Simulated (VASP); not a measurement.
Runs of VASP 6.6.1 on Sr4Ir. The structure is that of space group Pm-3m (No. 221), or close to it. The cells are those of the table. The cell was generated, and may not be a known phase.

```csv
task,cell,k mesh,cutoff (eV),gap on the mesh (eV),pressure (GPa)
single point,"a = 5.997 Å, 5 atoms",4 × 4 × 4,520,none,(a)
single point,"a = 5.992 Å, 5 atoms",6 × 6 × 6,520,none,0.0
relaxation of cell and atoms,"relaxed from a = 5.997 Å, 5 atoms",6 × 6 × 6,600,none,0.0
relaxation of cell and atoms,"relaxed from a = 6.404 Å, 5 atoms",4 × 4 × 4,600,none,-0.1
single point,"a = 6.404 Å, 5 atoms",4 × 4 × 4,520,none,-3.2
```

Alike in all rows: level PBE; potentials or basis VASP PAW PBE potentials, release 64 (Sr_sv, Ir); no spin polarisation; smearing gaussian 0.1 eV.

Q: Fill in the values left out.

A: (a) 0.1.

Caveats: spin-orbit coupling is left out, which moves the levels of the heavy elements; the relaxation stopped at its first step, so nothing moved (at least some runs); the cell stands under tension (at least some runs).

A k mesh can miss the band edges, and the runs leave out spin-orbit coupling on Ir, Sr.

A gap of «none» marks levels without a gap at the run's occupations.
